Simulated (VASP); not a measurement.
# CoSi2 (Fm-3m) in VASP: a series of runs

CoSi2 is run at these levels: PBEsol; tasks: single point.

Program: VASP 6.6.1. These are calculated values, not measurements. Logs are shortened: lines on timing, memory, paths and dates and some standing lists are left out, and cuts for length are marked.

**1. The cell of the first run**

It takes space group Fm-3m (No. 225, cubic). Conventional cell: a = 5.517 Å, b = 5.517 Å, c = 5.517 Å, α = 90.00°, β = 90.00°, γ = 90.00°. Co (site symmetry m-3m) has 8 Si at 2.39 Å within 3.2 Å. Within 3.2 Å of Si (site symmetry -43m) lie 4 Co at 2.39 Å and 6 Si at 2.76 Å.

**2. Single point, PBEsol, collinear spin, ferromagnetic start**

INCAR

```
SYSTEM = CoSi2
PREC = Accurate
ENCUT = 520
EDIFF = 1E-7
ISMEAR = 0
SIGMA = 0.15
LREAL = .FALSE.
LASPH = .TRUE.
NELM = 150
ALGO = Normal
ISIF = 2
LWAVE = .FALSE.
LCHARG = .TRUE.
ISPIN = 2
MAGMOM = 0.275 0 0
LORBIT = 11
NUPDOWN = 0.275
LMAXMIX = 4
GGA = PS
LELF = .TRUE.
LVHAR = .TRUE.
NBANDS = 20
```

KPOINTS

```
regular mesh
0
G
  14 14 14
  0 0 0
```

POSCAR

```
CoSi2
1.0
    0.0000000000      2.7585956939      2.7585956939
    2.7585956939      0.0000000000      2.7585956939
    2.7585956939      2.7585956939      0.0000000000
Co Si
1 2
Direct
    0.0000000000      0.0000000000      0.0000000000
    0.2500000000      0.2500000000      0.2500000000
    0.7500000000      0.7500000000      0.7500000000
```

Potentials or basis: VASP PAW PBE potentials, release 64 (Co, Si).

Command:

```sh
$ cat potpaw_PBE.64/Co/POTCAR potpaw_PBE.64/Si/POTCAR > POTCAR
$ mpirun -np 1 vasp_std > vasp.out
```

OUTCAR:

```text
SYSTEM = CoSi2
   PREC = Accurate
   ENCUT = 520
   EDIFF = 1E-7
   ISMEAR = 0
   LREAL = .FALSE.
   LASPH = .TRUE.
   NELM = 150
   ISIF = 2
   ISPIN = 2
   LORBIT = 11
   NUPDOWN = 0.275
   GGA = PS

 ion  position               nearest neighbor table
   1  0.000  0.000  0.000-   3 2.39   2 2.39   3 2.39   2 2.39   3 2.39   3 2.39   2 2.39   2 2.39

   2  0.250  0.250  0.250-   1 2.39   1 2.39   1 2.39   1 2.39   3 2.76   3 2.76   3 2.76   3 2.76
                             3 2.76   3 2.76
   3  0.750  0.750  0.750-   1 2.39   1 2.39   1 2.39   1 2.39   2 2.76   2 2.76   2 2.76   2 2.76
                             2 2.76   2 2.76

  LATTYP: Found a face centered cubic cell.
 ALAT       =     5.5171913878

  Lattice vectors:

 A1 = (   0.0000000000,   2.7585956939,   2.7585956939)
 A2 = (   2.7585956939,   0.0000000000,   2.7585956939)
 A3 = (   2.7585956939,   2.7585956939,   0.0000000000)

Analysis of symmetry for initial positions (statically):
=====================================================================
 Subroutine PRICEL returns:
 Original cell was already a primitive cell.

 Routine SETGRP: Setting up the symmetry group for a
 face centered cubic supercell.

 Subroutine GETGRP returns: Found 48 space group operations
 (whereof 48 operations were pure point group operations)
 out of a pool of 48 trial point group operations.

The static configuration has the point symmetry O_h .

Analysis of symmetry for dynamics (positions and initial velocities):
=====================================================================
 Subroutine PRICEL returns:
 Original cell was already a primitive cell.

 Routine SETGRP: Setting up the symmetry group for a
 face centered cubic supercell.

 Subroutine GETGRP returns: Found 48 space group operations
 (whereof 48 operations were pure point group operations)
 out of a pool of 48 trial point group operations.

The dynamic configuration has the point symmetry O_h .

Analysis of structural, dynamic, and magnetic symmetry:
=====================================================================
 Subroutine PRICEL returns:
 Original cell was already a primitive cell.

 Routine SETGRP: Setting up the symmetry group for a
 face centered cubic supercell.

 Subroutine GETGRP returns: Found 48 space group operations
 (whereof 48 operations were pure point group operations)
 out of a pool of 48 trial point group operations.

The overall configuration has the point symmetry O_h .

 Subroutine INISYM returns: Found 48 space group operations
 (whereof 48 operations are pure point group operations),
 and found     1 'primitive' translations

----------------------------------------------------------------------------------------

                                     Primitive cell

  volume of cell :      41.9850

  direct lattice vectors                    reciprocal lattice vectors
     0.000000000  2.758595694  2.758595694    -0.181251642  0.181251642  0.181251642
     2.758595694  0.000000000  2.758595694     0.181251642 -0.181251642  0.181251642
     2.758595694  2.758595694  0.000000000     0.181251642  0.181251642 -0.181251642

  length of vectors
     3.901243443  3.901243443  3.901243443     0.313937053  0.313937053  0.313937053

  position of ions in fractional coordinates (direct lattice)
     0.000000000  0.000000000  0.000000000
     0.250000000  0.250000000  0.250000000
     0.750000000  0.750000000  0.750000000

  ion indices of the primitive-cell ions
   primitive index   ion index
                 1           1
                 2           2
                 3           3

----------------------------------------------------------------------------------------

 KPOINTS: regular mesh

Automatic generation of k-mesh.
 Grid dimensions read from file:
 generate k-points for:   14   14   14

 Generating k-lattice:

  Cartesian coordinates                     Fractional coordinates (reciprocal lattice)
    -0.012946546  0.012946546  0.012946546     0.071428571  0.000000000  0.000000000
     0.012946546 -0.012946546  0.012946546     0.000000000  0.071428571  0.000000000
     0.012946546  0.012946546 -0.012946546     0.000000000  0.000000000  0.071428571

  Length of vectors
     0.022424075  0.022424075  0.022424075

  Shift w.r.t. Gamma in fractional coordinates (k-lattice)
     0.000000000  0.000000000  0.000000000

 Subroutine IBZKPT returns following result:
 ===========================================

 Found    104 irreducible k-points:

 Following reciprocal coordinates:
            Coordinates               Weight
  0.000000  0.000000  0.000000      1.000000
  0.071429  0.000000  0.000000      8.000000
  0.142857  0.000000  0.000000      8.000000
  0.214286  0.000000  0.000000      8.000000
  0.285714  0.000000  0.000000      8.000000
  0.357143  0.000000  0.000000      8.000000
[... 16 lines left out ...]
  0.214286  0.142857  0.000000     24.000000
  0.285714  0.142857  0.000000     24.000000
 [... further k-points ...]
   k-points           NKPTS =    104   k-points in BZ     NKDIM =    104   number of bands    NBANDS=     20
   number of dos      NEDOS =    301   number of ions     NIONS =      3
   total plane-waves  NPLWV =  27000
   dimension x,y,z NGX =    30 NGY =   30 NGZ =   30
   dimension x,y,z NGXF=    60 NGYF=   60 NGZF=   60
   ions per type =               1   2
   NGX,Y,Z   is equivalent  to a cutoff of  12.78, 12.78, 12.78 a.u.
   NGXF,Y,Z  is equivalent  to a cutoff of  25.57, 25.57, 25.57 a.u.
 SYSTEM =  CoSi2
   PREC   = accura    normal or accurate (medium, high low for compatibility)
   ISTART =      0    job   : 0-new  1-cont  2-samecut
   ICHARG =      2    charge: 1-file 2-atom 10-const
   ISPIN  =      2    spin polarized calculation?
   LNONCOLLINEAR =      F non collinear calculations
   LSORBIT =      F    spin-orbit coupling
   LASPH  =      T    aspherical Exc in radial PAW
   ENCUT  =  520.0 eV  38.22 Ry    6.18 a.u.   7.25  7.25  7.25*2*pi/ulx,y,z
   NELM   =    150;   NELMIN=  2; NELMDL= -5     # of ELM steps
   EDIFF  = 0.1E-06   stopping-criterion for ELM
   LREAL  =      F    real-space projection
   EDIFFG = 0.1E-05   stopping-criterion for IOM
   NSW    =      0    number of steps for IOM
   IBRION =     -1    ionic relax: 0-MD 1-quasi-New 2-CG
   NFREE  =      0    steps in history (QN), initial steepest desc. (CG)
   ISIF   =      2    stress and relaxation
   ISYM   =      2    0-nonsym 1-usesym 2-fastsym
   POTIM  = 0.5000    time-step for ionic-motion
   TEBEG  =    0.0;   TEEND  =   0.0 temperature during run
   PSTRESS=    0.0 pullay stress
   NELECT =      17.0000    total number of electrons
   NUPDOWN=       0.2750    fix difference up-down
   EMIN   =  10.00;   EMAX   =-10.00  energy-range for DOS
   EFERMI =   0.00;   METHOD = LEGACY
   ISMEAR =     0;   SIGMA  =   0.15  broadening in eV -4-tet -1-fermi 0-gaus
   EFERMI_NEDOS =   21; number of points for ismear=-14 and -15
   IALGO  =     38    algorithm
   IMIX   =      4    mixing-type and parameters
     AMIX     =   0.40;   BMIX     =  1.00
     AMIX_MAG =   1.60;   BMIX_MAG =  1.00
  volume/ion in A,a.u.               =      13.99        94.44
  Fermi-wavevector in a.u.,A,eV,Ry     =   1.211136  2.288716 19.957727  1.466852
  Thomas-Fermi vector in A             =   2.346661
   LORBIT       =     11    0 simple, 1 ext, 2 COOP (PROOUT), +10 PAW based schemes
   GGA     = PS    functional components
   LHFCALC =     F    Hartree Fock is set to
   AEXX    =    0.0000 exact exchange contribution
   IVDW    =     0    specifies the selected vdW correction
   LEPSILON=     F    determine dielectric tensor
   LRPA    =     F    only Hartree local field effects (RPA)
 spin polarized calculation
 Gauss-broadening in eV      SIGMA  =   0.15
  energy-cutoff  :      520.00
  volume of cell :       41.98
 maximum number of plane-waves:      1158
 NGX is ok and might be reduce to    30
   NGX = 15   NGY = 15   NGZ = 15

 number of electron      16.9999994 magnetization       0.2750000

 Free energy of the ion-electron system (eV)
  ---------------------------------------------------
  ext. energy  EPLUGINS =         0.00000000
  ---------------------------------------------------
  free energy    TOTEN  =       -20.70085069 eV

  energy without entropy =      -20.68618729  energy(sigma->0) =      -20.69351899

 E-fermi :   8.6833     XC(G=0): -11.4539

 val. band max:        8.9955792139   @ k =   0.1429   0.0000   0.0000
 cond. band min:       8.6839277752   @ k =  -0.3571   0.2143   0.0000
 fundamental gap:     -0.3116514386
 Fermi energy:         9.0247662375

 spin component 1

 k-point     1 :       0.0000    0.0000    0.0000
  band No.  band energies     occupation
      1      -3.6309      1.00000
      2       5.0890      1.00000
      3       5.0890      1.00000
      4       5.0890      1.00000
      5       7.1295      1.00000
      6       7.1295      1.00000
[... 12 lines left out ...]
     19      18.7943      0.00000
[... 513 lines left out ...]
      4       5.2809      1.00000
      5       6.3669      1.00000
      6       7.2759      1.00000
[... 12 lines left out ...]
     19      22.6753      0.00000
     20      24.6965      0.00000

 [... further k-points ...]

 spin component 2

 k-point     1 :       0.0000    0.0000    0.0000
  band No.  band energies     occupation
      1      -3.5771      1.00000
      2       5.1918      1.00000
      3       5.1918      1.00000
      4       5.1918      1.00000
      5       7.2782      1.00000
      6       7.2782      1.00000
[... 12 lines left out ...]
     19      18.8218      0.00000
[... 513 lines left out ...]
      4       5.3795      1.00000
      5       6.4788      1.00000
      6       7.4267      1.00000
[... 12 lines left out ...]
     19      22.7147      0.00000
     20      24.7564      0.00000

 [... further k-points ...]

------------------------ aborting loop because EDIFF is reached ----------------------------------------

  FORCE on cell =-STRESS in cart. coord.  units (eV):
  Direction    XX          YY          ZZ          XY          YZ          ZX
  --------------------------------------------------------------------------------------
  -------------------------------------------------------------------------------------
  Total       -4.3437271     -4.3437271     -4.3437271      0.0000000      0.0000000     -0.0000000
  in kB     -165.7597028   -165.7597028   -165.7597028      0.0000000      0.0000000     -0.0000000
  external PRESSURE =    -165.7597028 kB  Pullay stress =       0.0000000 kB

 VOLUME and BASIS-vectors are now :
 -----------------------------------------------------------------------------
  energy-cutoff  :      520.00
  volume of cell :       41.98
      direct lattice vectors                 reciprocal lattice vectors
     0.000000000  2.758595694  2.758595694    -0.181251642  0.181251642  0.181251642
     2.758595694  0.000000000  2.758595694     0.181251642 -0.181251642  0.181251642
     2.758595694  2.758595694  0.000000000     0.181251642  0.181251642 -0.181251642

 POSITION                                       TOTAL-FORCE (eV/Angst)
 -----------------------------------------------------------------------------------
      0.00000      0.00000      0.00000        -0.000000     -0.000000      0.000000
      1.37930      1.37930      1.37930         0.000000      0.000000      0.000000
      4.13789      4.13789      4.13789        -0.000000      0.000000     -0.000000
 -----------------------------------------------------------------------------------
    total drift:                                0.000000     -0.000000     -0.000000

  FREE ENERGIE OF THE ION-ELECTRON SYSTEM (eV)
  ---------------------------------------------------
  free  energy   TOTEN  =       -20.7008506858 eV

  energy  without entropy=      -20.6861872917  energy(sigma->0) =      -20.69351899

 total charge

# of ion       s       p       d       tot
------------------------------------------
    1        0.499   0.622   7.515   8.635
    2        0.725   0.814   0.000   1.539
    3        0.725   0.814   0.000   1.539
--------------------------------------------------
tot          1.949   2.249   7.515  11.713

 magnetization (x)

# of ion       s       p       d       tot
------------------------------------------
    1        0.003   0.027   0.150   0.179
    2        0.005   0.014   0.000   0.019
    3        0.005   0.014   0.000   0.019
--------------------------------------------------
tot          0.013   0.054   0.150   0.216
```

It took 3 min on 1 thread of Intel Xeon Platinum 8259CL at 2.50GHz (Skylake/Cascade Lake), shared host; peak memory 0.28 GiB.

What came out:

```yaml
Free_energy: -20.7009 eV
Pressure: -16.6 GPa
Net_moment: 0.28 μB per cell
Site_moments: Co +0.18; Si +0.02 μB
Valence_electrons_inside_the_program's_atomic_spheres: Co 8.63; Si 1.54
```

Caveat: the PAW data sets were made with another functional, which shifts forces and pressure a little; the total moment is fixed, so each spin has its own Fermi level.

**3. Single point, PBEsol, collinear spin, ferromagnetic start**

INCAR

```
PREC     = Accurate       # precision mode
ENCUT    = 520            # plane-wave cutoff, eV
EDIFF    = 1E-6           # SCF threshold, eV
ISMEAR   = 0              # smearing method
SIGMA    = 0.15           # smearing width, eV
LREAL    = F              # projectors in reciprocal space
LASPH    = T              # aspherical terms in the spheres
NELM     = 150            # most SCF steps
ALGO     = Normal         # electronic algorithm
ISIF     = 2              # what is computed and relaxed
LWAVE    = F              # write WAVECAR
LCHARG   = T              # write CHGCAR
ISPIN    = 2              # spin polarisation
MAGMOM   = 1.375 0 0      # initial moments
LORBIT   = 11             # projections on sites
NUPDOWN  = 1.375          # fixed moment
LMAXMIX  = 4              # l up to which the mixer works
GGA      = PS             # functional
LELF     = T              # ELF
LVHAR    = T            
NBANDS   = 20             # bands
```

KPOINTS

```
Automatic mesh
0
Gamma
  14 14 14
```

POSCAR is that of step 2.

Potentials or basis: VASP PAW PBE potentials, release 64 (Co, Si).

Command:

```sh
$ cat potpaw_PBE.64/Co/POTCAR potpaw_PBE.64/Si/POTCAR > POTCAR
$ mpirun -np 1 vasp_std > vasp.out
```

Run time: 3 min. Hardware: 1 thread of Intel Xeon Platinum 8259CL at 2.50GHz (Skylake/Cascade Lake), shared host; peak memory 0.28 GiB.

It converged, with:

```
Free energy                                           : -20.0528 eV
Pressure                                              : -9.9 GPa
Net moment                                            : 1.37 μB per cell
Site moments                                          : Co +0.90; Si +0.10 μB
Valence electrons inside the program's atomic spheres : Co 8.61; Si 1.56
```

Caveat: the PAW data sets were made with another functional, which shifts forces and pressure a little; the total moment is fixed, so each spin has its own Fermi level.

**4. Single point, PBEsol, collinear spin, ferromagnetic start**

INCAR, as its differences from that of step 3:

```diff
@@ -11,11 +11,9 @@
 LWAVE    = F              # write WAVECAR
-LCHARG   = T              # write CHGCAR
+LCHARG   = F              # write CHGCAR
 ISPIN    = 2              # spin polarisation
-MAGMOM   = 1.375 0 0      # initial moments
+MAGMOM   = 0.825 0 0      # initial moments
 LORBIT   = 11             # projections on sites
-NUPDOWN  = 1.375          # fixed moment
+NUPDOWN  = 0.825          # fixed moment
 LMAXMIX  = 4              # l up to which the mixer works
 GGA      = PS             # functional
-LELF     = T              # ELF
-LVHAR    = T            
 NBANDS   = 20             # bands
```

KPOINTS is that of step 3.

POSCAR is that of step 3.

Command:

```sh
$ cat potpaw_PBE.64/Co/POTCAR potpaw_PBE.64/Si/POTCAR > POTCAR
$ mpirun -np 1 vasp_std > vasp.out
```

Wall time 2.9 min (1 thread of Intel Xeon Platinum 8259CL at 2.50GHz (Skylake/Cascade Lake), shared host); peak memory 0.28 GiB.

The run converged. Its results:

| Item | Value |
| --- | --- |
| Free energy | -20.4838 eV |
| Pressure | -14.4 GPa |
| Net moment | 0.82 μB per cell |
| Site moments | Co +0.52; Si +0.06 μB |
| Valence electrons inside the program's atomic spheres | Co 8.62; Si 1.54 |

Caveat: the PAW data sets were made with another functional, which shifts forces and pressure a little; the total moment is fixed, so each spin has its own Fermi level.

**5. Summary**

| fixed moment (μB) | pressure (GPa) | moment (μB) |
| --- | --- | --- |
| 0.275 | -16.6 | 0.28 |
| 1.375 | -9.9 | 1.37 |
| 0.825 | -14.4 | 0.82 |

Alike in all rows: task single point; level PBEsol; potentials or basis VASP PAW PBE potentials, release 64 (Co, Si); spin collinear, ferromagnetic start; cell as given; k mesh 14 × 14 × 14; cutoff (eV) 520; smearing gaussian 0.15 eV.

Caveats: the PAW data sets were made with another functional, which shifts forces and pressure a little; the total moment is fixed, so each spin has its own Fermi level.

Absolute energies hang on the potentials; compare differences alone.
